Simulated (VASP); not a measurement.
Crystal: BeS.

```
Be S
1.0
     0.00000    2.31730    2.31730
     2.31730    0.00000    2.31730
     2.31730    2.31730    0.00000
Be S
1 1
Direct
  0.00000 0.00000 0.00000
  0.50000 0.50000 0.50000
```

Base run:

```yaml
Program: VASP 6.6.1
Functional: r2SCAN
Potentials_or_basis: VASP PAW PBE potentials, release 64 (Be, S)
Cutoff: 520 eV
k_mesh: 6 × 6 × 6
Occupations: gaussian, width 0.01 eV
Spin: no spin polarisation
```

Its results: band gap on the k mesh 1.35 eV, indirect (least direct gap 4.59 eV); pressure 0.1 GPa.

The run is repeated on the same cell with these changes: functional from r2SCAN to PBEsol. What comes out?

Band gap on the k mesh 0.96 eV, indirect (least direct gap 4.15 eV); pressure -2.8 GPa.

r2SCAN gives the wider gap, since meta-GGAs in the generalised Kohn-Sham scheme recover part of the derivative discontinuity.

Caveats: the PAW data sets were made with another functional, which shifts forces and pressure a little.

A k mesh can miss the band edges.
